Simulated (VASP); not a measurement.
Set up this calculation in VASP 6.6.1, as the native input.

```
Task                   : single point
Functional             : PBE
Potentials or basis    : VASP PAW PBE potentials, release 64 (Al, In_d, Sb, N)
Cutoff                 : 520 eV
k mesh                 : 6 × 6 × 1
Occupations            : gaussian, width 0.1 eV
Spin                   : no spin polarisation
Dipole correction      : no
Further INCAR settings : ALGO = Normal; EDIFF = 1e-07; NBANDS = 41
```

The structure of AlIn3Sb2N2 lies in POSCAR:

```
AlIn3Sb2N2
1.0
    3.3156686690      0.0000000000      0.0000000000
   -1.6578343345      2.8714532979      0.0000000000
    0.0000000000      0.0000000000     17.4426154380
Al In Sb N
1 3 2 2
Direct
    0.0000000000      0.0000000000      0.5707595950
    0.6666666667      0.3333333333      0.3804720536
    0.6666666667      0.3333333333      0.0738423896
    0.0000000000      0.0000000000      0.9146880682
    0.0000000000      0.0000000000      0.2213085392
    0.6666666667      0.3333333333      0.7760033878
    0.3333333333      0.6666666667      0.5700268553
    0.3333333333      0.6666666667      0.9928991514
```

These files were run (other wordings do the same):

INCAR

```
SYSTEM = AlIn3Sb2N2
PREC = Accurate ; ENCUT = 520
EDIFF = 1E-7 ; ISMEAR = 0
SIGMA = 0.1 ; LREAL = .FALSE.
LASPH = .TRUE. ; NELM = 80
ALGO = Normal ; ISIF = 2
LWAVE = .FALSE. ; LCHARG = .TRUE.
GGA = PE ; LELF = .TRUE.
LVHAR = .TRUE. ; NBANDS = 41
```

KPOINTS

```
Automatic mesh
0
G
  6 6 1
  0 0 0
```

Potentials or basis: VASP PAW PBE potentials, release 64 (Al, In_d, Sb, N).

Command:

```sh
$ cat potpaw_PBE.64/Al/POTCAR potpaw_PBE.64/In_d/POTCAR potpaw_PBE.64/Sb/POTCAR potpaw_PBE.64/N/POTCAR > POTCAR
$ mpirun -np 1 vasp_std > vasp.out
```

Results of the run:

```
Pressure               : 0.0 GPa
Largest force          : 0.017 eV/Å
Band gap on the k mesh : zero (band 31 reaches 9.69 eV, above the bottom of band 32 at 6.52 eV)
```

Caveat: the k points lie up to 0.36 Å⁻¹ apart; spin-orbit coupling is left out, which moves the levels of the heavy elements.

Run time: 44 s on 1 thread of Intel(R) Xeon(R) 6975P-C (Granite Rapids), on a shared host, peak memory 0.33 GiB.
